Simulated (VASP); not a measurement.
Runs of VASP 6.6.1 on CdSe. The structure is that of space group Fm-3m (No. 225), or close to it. The cells are those of the table. 

```csv
level,cell,k mesh,cutoff (eV),smearing,grid for exact exchange (PRECFOCK),share of exact exchange,screening parameter,gap on the mesh (eV),pressure (GPa)
HSE06,"a = 4.009 Å, angles 60.0°, 2 atoms",6 × 6 × 6,520,fermi-dirac 0.05 eV,Normal,0.25,0.2079 1/Å,(b),0.9
PBE0+D4,"a = 4.064 Å, angles 60.0°, 2 atoms",5 × 5 × 5,400,methfessel-paxton 0.05 eV,Normal,0.25,-,1.55,(a)
HSE06,"a = 4.118 Å, angles 60.0°, 2 atoms",6 × 6 × 6,520,fermi-dirac 0.05 eV,Normal,0.25,0.2079 1/Å,0.36,-3.9
revPBE+D4,"a = 4.064 Å, angles 60.0°, 2 atoms",5 × 5 × 5,500,methfessel-paxton 0.1 eV,-,-,-,0.12,-2.9
```

Alike in all rows: task single point; potentials or basis VASP PAW PBE potentials, release 64 (Cd, Se); no spin polarisation.

**Question.** Estimate the missing entries.

**Answer.** (a) -4.8; (b) 0.38.

Caveats: the PAW data sets were made with another functional, which shifts forces and pressure a little; the cell stands under tension (at least some runs); an odd mesh through Γ misses points on the zone boundary, where band edges can lie (at least some runs); semilocal functionals underestimate gaps, and a narrow one can read as zero (at least some runs).

A k mesh can miss the band edges, and the runs leave out spin-orbit coupling on Cd, Se.
